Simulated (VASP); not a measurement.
# KMgPd3 (Pm-3m) in VASP: notebook

The runs below take KMgPd3 through single point, relaxation of cell and atoms, with PBE.

Everything below comes from runs of VASP 6.6.1. Logs are shortened: lines on timing, memory, paths and dates and some standing lists are left out, and cuts for length are marked.

### Step 1. The cell of the first run

It takes space group Pm-3m (No. 221, cubic). The conventional cell has a = 4.667 Å, b = 4.667 Å, c = 4.667 Å, α = 90.00°, β = 90.00°, γ = 90.00°. K (site symmetry m-3m) has 6 Pd at 2.33 Å within 3.1 Å. Mg (site symmetry m-3m) has 12 Pd at 3.30 Å and 8 K at 4.04 Å within 4.3 Å. Pd (site symmetry 4/mmm) has 2 K at 2.33 Å within 3.1 Å.

The cell was built from a structure type or drawn by symmetry, and may not be a known phase.

### Step 2. Single point, PBE

INCAR reads:

```
SYSTEM = KMgPd3
  PREC = Accurate
  ENCUT = 600
  EDIFF = 1E-6
  ISMEAR = 0
  SIGMA = 0.1
  LREAL = .False.
  LASPH = .True.
  NELM = 120
  ALGO = Normal
  ISIF = 2
  LWAVE = .False.
  LCHARG = .True.
  GGA = PE
  LELF = .True.
  LVHAR = .True.
  NBANDS = 28
  GGA_COMPAT = .False.
```

KPOINTS reads:

```
regular mesh
0
Gamma
  4 4 4
  0 0 0
```

POSCAR reads:

```
KMgPd3
1.0
    4.6667201900      0.0000000000      0.0000000000
    0.0000000000      4.6667201900      0.0000000000
    0.0000000000      0.0000000000      4.6667201900
K Mg Pd
1 1 3
Direct
    0.5000000000      0.5000000000      0.5000000000
    0.0000000000      0.0000000000      0.0000000000
    0.5000000000      0.5000000000      0.0000000000
    0.5000000000      0.0000000000      0.5000000000
    0.0000000000      0.5000000000      0.5000000000
```

Potentials or basis: VASP PAW PBE potentials, release 64 (K_sv, Mg, Pd).

Launch:

```
cat potpaw_PBE.64/K_sv/POTCAR potpaw_PBE.64/Mg/POTCAR potpaw_PBE.64/Pd/POTCAR > POTCAR
mpirun -np 1 vasp_std > vasp.out
```

OUTCAR:

```text
SYSTEM = KMgPd3
   PREC = Accurate
   ENCUT = 600
   EDIFF = 1E-6
   ISMEAR = 0
   LREAL = .False.
   LASPH = .True.
   NELM = 120
   ISIF = 2
   GGA = PE

 ion  position               nearest neighbor table
   1  0.500  0.500  0.500-   3 2.33   4 2.33   5 2.33   3 2.33   4 2.33   5 2.33
   2  0.000  0.000  0.000-   3 3.30   4 3.30   5 3.30   4 3.30   5 3.30   3 3.30   5 3.30   5 3.30
                             3 3.30   4 3.30   4 3.30   3 3.30
   3  0.500  0.500  0.000-   1 2.33   1 2.33   4 3.30   5 3.30   2 3.30   4 3.30   5 3.30   2 3.30
                             4 3.30   4 3.30   2 3.30   5 3.30   5 3.30   2 3.30
   4  0.500  0.000  0.500-   1 2.33   1 2.33   3 3.30   5 3.30   2 3.30   3 3.30   2 3.30   3 3.30
                             5 3.30   3 3.30   2 3.30   5 3.30   2 3.30   5 3.30
   5  0.000  0.500  0.500-   1 2.33   1 2.33   3 3.30   4 3.30   2 3.30   3 3.30   2 3.30   4 3.30
                             2 3.30   2 3.30   3 3.30   4 3.30   3 3.30   4 3.30

  LATTYP: Found a simple cubic cell.
 ALAT       =     4.6667201900

  Lattice vectors:

 A1 = (   4.6667201900,   0.0000000000,   0.0000000000)
 A2 = (   0.0000000000,   4.6667201900,   0.0000000000)
 A3 = (   0.0000000000,   0.0000000000,   4.6667201900)

Analysis of symmetry for initial positions (statically):
=====================================================================
 Subroutine PRICEL returns:
 Original cell was already a primitive cell.

 Routine SETGRP: Setting up the symmetry group for a
 simple cubic supercell.

 Subroutine GETGRP returns: Found 48 space group operations
 (whereof 48 operations were pure point group operations)
 out of a pool of 48 trial point group operations.

The static configuration has the point symmetry O_h .

Analysis of symmetry for dynamics (positions and initial velocities):
=====================================================================
 Subroutine PRICEL returns:
 Original cell was already a primitive cell.

 Routine SETGRP: Setting up the symmetry group for a
 simple cubic supercell.

 Subroutine GETGRP returns: Found 48 space group operations
 (whereof 48 operations were pure point group operations)
 out of a pool of 48 trial point group operations.

The dynamic configuration has the point symmetry O_h .

 Subroutine INISYM returns: Found 48 space group operations
 (whereof 48 operations are pure point group operations),
 and found     1 'primitive' translations

----------------------------------------------------------------------------------------

                                     Primitive cell

  volume of cell :     101.6331

  direct lattice vectors                    reciprocal lattice vectors
     4.666720190  0.000000000  0.000000000     0.214283257  0.000000000  0.000000000
     0.000000000  4.666720190  0.000000000     0.000000000  0.214283257  0.000000000
     0.000000000  0.000000000  4.666720190     0.000000000  0.000000000  0.214283257

  length of vectors
     4.666720190  4.666720190  4.666720190     0.214283257  0.214283257  0.214283257

  position of ions in fractional coordinates (direct lattice)
     0.500000000  0.500000000  0.500000000
     0.000000000  0.000000000  0.000000000
     0.500000000  0.500000000  0.000000000
     0.500000000  0.000000000  0.500000000
     0.000000000  0.500000000  0.500000000

  ion indices of the primitive-cell ions
   primitive index   ion index
                 1           1
                 2           2
                 3           3
                 4           4
                 5           5

----------------------------------------------------------------------------------------

 KPOINTS: regular mesh

Automatic generation of k-mesh.
 Grid dimensions read from file:
 generate k-points for:    4    4    4

 Generating k-lattice:

  Cartesian coordinates                     Fractional coordinates (reciprocal lattice)
     0.053570814  0.000000000  0.000000000     0.250000000  0.000000000  0.000000000
     0.000000000  0.053570814  0.000000000     0.000000000  0.250000000  0.000000000
     0.000000000  0.000000000  0.053570814     0.000000000  0.000000000  0.250000000

  Length of vectors
     0.053570814  0.053570814  0.053570814

  Shift w.r.t. Gamma in fractional coordinates (k-lattice)
     0.000000000  0.000000000  0.000000000

 Subroutine IBZKPT returns following result:
 ===========================================

 Found     10 irreducible k-points:

 Following reciprocal coordinates:
            Coordinates               Weight
  0.000000  0.000000  0.000000      1.000000
  0.250000  0.000000  0.000000      6.000000
  0.500000  0.000000  0.000000      3.000000
  0.250000  0.250000  0.000000     12.000000
  0.500000  0.250000  0.000000     12.000000
  0.500000  0.500000  0.000000      3.000000
  0.250000  0.250000  0.250000      8.000000
  0.500000  0.250000  0.250000     12.000000
  0.500000  0.500000  0.250000      6.000000
  0.500000  0.500000  0.500000      1.000000
   k-points           NKPTS =     10   k-points in BZ     NKDIM =     10   number of bands    NBANDS=     28
   number of dos      NEDOS =    301   number of ions     NIONS =      5
   total plane-waves  NPLWV =  64000
   dimension x,y,z NGX =    40 NGY =   40 NGZ =   40
   dimension x,y,z NGXF=    80 NGYF=   80 NGZF=   80
   ions per type =               1   1   3
   NGX,Y,Z   is equivalent  to a cutoff of  14.25, 14.25, 14.25 a.u.
   NGXF,Y,Z  is equivalent  to a cutoff of  28.50, 28.50, 28.50 a.u.
 SYSTEM =  KMgPd3
   PREC   = accura    normal or accurate (medium, high low for compatibility)
   ISTART =      0    job   : 0-new  1-cont  2-samecut
   ICHARG =      2    charge: 1-file 2-atom 10-const
   ISPIN  =      1    spin polarized calculation?
   LNONCOLLINEAR =      F non collinear calculations
   LSORBIT =      F    spin-orbit coupling
   LASPH  =      T    aspherical Exc in radial PAW
   ENCUT  =  600.0 eV  44.10 Ry    6.64 a.u.   9.32  9.32  9.32*2*pi/ulx,y,z
   NELM   =    120;   NELMIN=  2; NELMDL= -5     # of ELM steps
   EDIFF  = 0.1E-05   stopping-criterion for ELM
   LREAL  =      F    real-space projection
   EDIFFG = 0.1E-04   stopping-criterion for IOM
   NSW    =      0    number of steps for IOM
   IBRION =     -1    ionic relax: 0-MD 1-quasi-New 2-CG
   NFREE  =      0    steps in history (QN), initial steepest desc. (CG)
   ISIF   =      2    stress and relaxation
   ISYM   =      2    0-nonsym 1-usesym 2-fastsym
   POTIM  = 0.5000    time-step for ionic-motion
   TEBEG  =    0.0;   TEEND  =   0.0 temperature during run
   PSTRESS=    0.0 pullay stress
   NELECT =      41.0000    total number of electrons
   NUPDOWN=      -1.0000    fix difference up-down
   EMIN   =  10.00;   EMAX   =-10.00  energy-range for DOS
   EFERMI =   0.00;   METHOD = LEGACY
   ISMEAR =     0;   SIGMA  =   0.10  broadening in eV -4-tet -1-fermi 0-gaus
   EFERMI_NEDOS =   21; number of points for ismear=-14 and -15
   IALGO  =     38    algorithm
   IMIX   =      4    mixing-type and parameters
     AMIX     =   0.40;   BMIX     =  1.00
     AMIX_MAG =   1.60;   BMIX_MAG =  1.00
  volume/ion in A,a.u.               =      20.33       137.17
  Fermi-wavevector in a.u.,A,eV,Ry     =   1.209644  2.285896 19.908580  1.463239
  Thomas-Fermi vector in A             =   2.345215
   LORBIT       =      0    0 simple, 1 ext, 2 COOP (PROOUT), +10 PAW based schemes
   GGA     = PE    functional components
   LHFCALC =     F    Hartree Fock is set to
   AEXX    =    0.0000 exact exchange contribution
   IVDW    =     0    specifies the selected vdW correction
   LEPSILON=     F    determine dielectric tensor
   LRPA    =     F    only Hartree local field effects (RPA)
 non-spin polarized calculation
 Gauss-broadening in eV      SIGMA  =   0.10
  energy-cutoff  :      600.00
  volume of cell :      101.63
 maximum number of plane-waves:      3448
 NGX is ok and might be reduce to    40
   NGX = 19   NGY = 19   NGZ = 19

 number of electron      41.0000015 magnetization

 Free energy of the ion-electron system (eV)
  ---------------------------------------------------
  ext. energy  EPLUGINS =         0.00000000
  ---------------------------------------------------
  free energy    TOTEN  =       -12.15267484 eV

  energy without entropy =      -12.15180495  energy(sigma->0) =      -12.15223989

 E-fermi :   4.6625     XC(G=0): -10.3408

 val. band max:        4.4715380725   @ k =   0.5000   0.2500   0.2500
 cond. band min:       4.8233343024   @ k =   0.2500   0.0000   0.0000
 fundamental gap:      0.3517962299
 Fermi energy:         4.6625037065

 k-point     1 :       0.0000    0.0000    0.0000
  band No.  band energies     occupation
      1     -25.5622      2.00000
      2      -9.2634      2.00000
      3      -9.2634      2.00000
      4      -9.2634      2.00000
      5      -0.3930      2.00000
      6       1.0016      2.00000
[... 20 lines left out ...]
     27      13.2568      0.00000
     28      13.2568      0.00000

 k-point     2 :       0.2500    0.0000    0.0000
  band No.  band energies     occupation
      1     -25.5348      2.00000
      2      -9.5640      2.00000
      3      -9.2833      2.00000
      4      -9.2833      2.00000
      5       0.0624      2.00000
      6       1.0573      2.00000
[... 20 lines left out ...]
     27      11.4007      0.00000
     28      11.4007      0.00000

 k-point     3 :       0.5000    0.0000    0.0000
  band No.  band energies     occupation
      1     -25.5072      2.00000
      2      -9.8425      2.00000
      3      -9.3029      2.00000
      4      -9.3029      2.00000
      5       1.0577      2.00000
      6       1.1176      2.00000
[... 20 lines left out ...]
     27       9.8676      0.00000
     28       9.9425      0.00000

 k-point     4 :       0.2500    0.2500    0.0000
  band No.  band energies     occupation
      1     -25.5074      2.00000
      2      -9.5828      2.00000
      3      -9.5819      2.00000
      4      -9.3031      2.00000
      5       0.4793      2.00000
      6       1.3332      2.00000
[... 20 lines left out ...]
     27      10.9510      0.00000
     28      11.3945      0.00000

 k-point     5 :       0.5000    0.2500    0.0000
  band No.  band energies     occupation
      1     -25.4797      2.00000
      2      -9.8597      2.00000
      3      -9.6006      2.00000
      4      -9.3227      2.00000
      5       1.2981      2.00000
      6       1.4391      2.00000
[... 20 lines left out ...]
     27      10.0220      0.00000
     28      11.6032      0.00000

 k-point     6 :       0.5000    0.5000    0.0000
  band No.  band energies     occupation
      1     -25.4520      2.00000
      2      -9.8768      2.00000
      3      -9.8768      2.00000
      4      -9.3423      2.00000
      5       1.6406      2.00000
      6       1.8898      2.00000
[... 20 lines left out ...]
     27      10.8823      0.00000
     28      11.0365      0.00000

 k-point     7 :       0.2500    0.2500    0.2500
  band No.  band energies     occupation
      1     -25.4799      2.00000
      2      -9.6014      2.00000
      3      -9.6014      2.00000
      4      -9.5997      2.00000
      5       0.8311      2.00000
      6       1.4607      2.00000
[... 20 lines left out ...]
     27      11.5685      0.00000
     28      11.5685      0.00000

 k-point     8 :       0.5000    0.2500    0.2500
  band No.  band energies     occupation
      1     -25.4522      2.00000
      2      -9.8771      2.00000
      3      -9.6197      2.00000
      4      -9.6184      2.00000
      5       1.3303      2.00000
      6       1.6156      2.00000
[... 20 lines left out ...]
     27      11.1962      0.00000
     28      12.2210      0.00000

 k-point     9 :       0.5000    0.5000    0.2500
  band No.  band energies     occupation
      1     -25.4244      2.00000
      2      -9.8943      2.00000
      3      -9.8943      2.00000
      4      -9.6374      2.00000
      5       1.3074      2.00000
      6       1.8959      2.00000
[... 20 lines left out ...]
     27      10.1983      0.00000
     28      11.5616      0.00000

 k-point    10 :       0.5000    0.5000    0.5000
  band No.  band energies     occupation
      1     -25.3965      2.00000
      2      -9.9116      2.00000
      3      -9.9116      2.00000
      4      -9.9116      2.00000
      5       1.1307      2.00000
      6       1.9750      2.00000
[... 20 lines left out ...]
     27       8.4730      0.00000
     28      11.4747      0.00000

------------------------ aborting loop because EDIFF is reached ----------------------------------------

  FORCE on cell =-STRESS in cart. coord.  units (eV):
  Direction    XX          YY          ZZ          XY          YZ          ZX
  --------------------------------------------------------------------------------------
  -------------------------------------------------------------------------------------
  Total        7.4345454      7.4345454      7.4345454     -0.0000000      0.0000000      0.0000000
  in kB      117.2005679    117.2005679    117.2005679     -0.0000000      0.0000000      0.0000000
  external PRESSURE =     117.2005679 kB  Pullay stress =       0.0000000 kB

 VOLUME and BASIS-vectors are now :
 -----------------------------------------------------------------------------
  energy-cutoff  :      600.00
  volume of cell :      101.63
      direct lattice vectors                 reciprocal lattice vectors
     4.666720190  0.000000000  0.000000000     0.214283257  0.000000000  0.000000000
     0.000000000  4.666720190  0.000000000     0.000000000  0.214283257  0.000000000
     0.000000000  0.000000000  4.666720190     0.000000000  0.000000000  0.214283257

 POSITION                                       TOTAL-FORCE (eV/Angst)
 -----------------------------------------------------------------------------------
      2.33336      2.33336      2.33336         0.000000      0.000000      0.000000
      0.00000      0.00000      0.00000         0.000000      0.000000      0.000000
      2.33336      2.33336      0.00000         0.000000      0.000000      0.000000
      2.33336      0.00000      2.33336         0.000000      0.000000      0.000000
      0.00000      2.33336      2.33336         0.000000      0.000000      0.000000
 -----------------------------------------------------------------------------------
    total drift:                               -0.000000     -0.000000     -0.000000

  FREE ENERGIE OF THE ION-ELECTRON SYSTEM (eV)
  ---------------------------------------------------
  free  energy   TOTEN  =       -12.1526748366 eV

  energy  without entropy=      -12.1518049503  energy(sigma->0) =      -12.15223989
```

Wall time 72 s (1 thread of Intel Xeon 8259CL, shared host); peak memory 0.26 GiB.

Results:

```yaml
Free_energy: -12.1527 eV
Pressure: 11.7 GPa
Band_gap_on_the_k_mesh: zero (an odd number of electrons rules out a gap without spin polarisation)
```

Levels at points of the mesh, in eV from the Fermi level:
```tsv
k point	band 17	band 18	band 19	band 20	band 21	band 22	band 23	band 24
(0.00, 0.00, 0.00)	-1.03	-1.03	-1.03	-0.84	2.16	2.16	2.16	3.06
(0.50, 0.00, 0.00)	-1.69	-1.47	-1.34	-1.03	-0.21	3.41	4.20	4.20
(0.50, 0.50, 0.00)	-1.35	-0.93	-0.93	-0.47	-0.21	0.91	0.91	5.03
(0.50, 0.50, 0.50)	-0.86	-0.86	-0.86	-0.38	-0.38	-0.38	2.38	3.04
```

Caveat: the cell stands under pressure.

[end of part 1 of 2]
